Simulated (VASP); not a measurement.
Runs of VASP 6.6.1 on WC. The structure is that of space group I4/mmm (No. 139), or close to it. The cells are those of the table. 

| cell | gap on the mesh (eV) | pressure (GPa) |
| --- | --- | --- |
| a = 3.011, b = 3.011, c = 3.477 Å, angles 54.7, 54.7, 70.5°, 2 atoms | none | 91.8 |
| a = 3.219, b = 3.219, c = 2.915 Å, angles 63.1, 63.1, 53.8°, 2 atoms | none | 24.9 |
| a = 3.379, b = 3.379, c = 2.759 Å, angles 65.9, 65.9, 48.2°, 2 atoms | none | (a) |
| a = 3.034, b = 3.034, c = 3.270 Å, angles 57.4, 57.4, 65.2°, 2 atoms | none | 22.8 |

Alike in all rows: task single point; level PBE; potentials or basis VASP PAW PBE potentials, release 64 (W_sv, C); no spin polarisation; k mesh 26 × 26 × 26; cutoff (eV) 520; smearing gaussian 0.15 eV.

Estimate the missing entries.

(a) 79.2.

Caveats: spin-orbit coupling is left out, which moves the levels of the heavy elements; the stress differs along the axes, from -22 to 320 GPa (at least some runs); the stress differs along the axes, from -25 to 50 GPa (at least some runs); the stress differs along the axes, from -13 to 125 GPa (at least some runs); the stress differs along the axes, from -19 to 107 GPa (at least some runs).

A k mesh can miss the band edges, and the runs leave out spin-orbit coupling on W.

A gap of «none» marks levels without a gap at the run's occupations.
